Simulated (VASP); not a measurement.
Crystal: CdS (nc).

```
Cd S
1.0
     0.00000    2.91650    2.91650
     2.91650    0.00000    2.91650
     2.91650    2.91650    0.00000
Cd S
1 1
Direct
  0.00000 0.00000 0.00000
  0.25000 0.25000 0.25000
```

- Program: VASP 6.6.1
- Task: relaxation of cell and atoms
- Functional: PBE
- Potentials or basis: VASP PAW PBE potentials, release 64 (Cd, S)
- Cutoff: 500 eV
- k mesh: 8 × 8 × 8
- Occupations: gaussian, width 0.02 eV
- Spin: no spin polarisation

At the start: pressure 3.2 GPa; volume 24.81 Å³/atom.

Problem. Where does the relaxation end?

Solution. Over 3 steps the energy falls by 12.8 meV/atom and the volume is 26.14 Å³/atom (+5.4 %); space group F-43m (No. 216, to 0.05 Å).

The path:
```csv
step,energy change (eV),largest force (eV/Å),pressure (GPa),volume (Å³)
1,0.0000,0.0000,3.20,49.62
2,-0.0226,0.0000,-0.95,53.26
3,-0.0255,0.0000,0.01,52.29
```

Final structure:
```
CELL_PARAMETERS angstrom
0.00000 2.96799 2.96799
2.96799 0.00000 2.96799
2.96799 2.96799 0.00000
ATOMIC_POSITIONS crystal
Cd 0.00000 0.00000 0.00000
S 0.25000 0.25000 0.25000
```
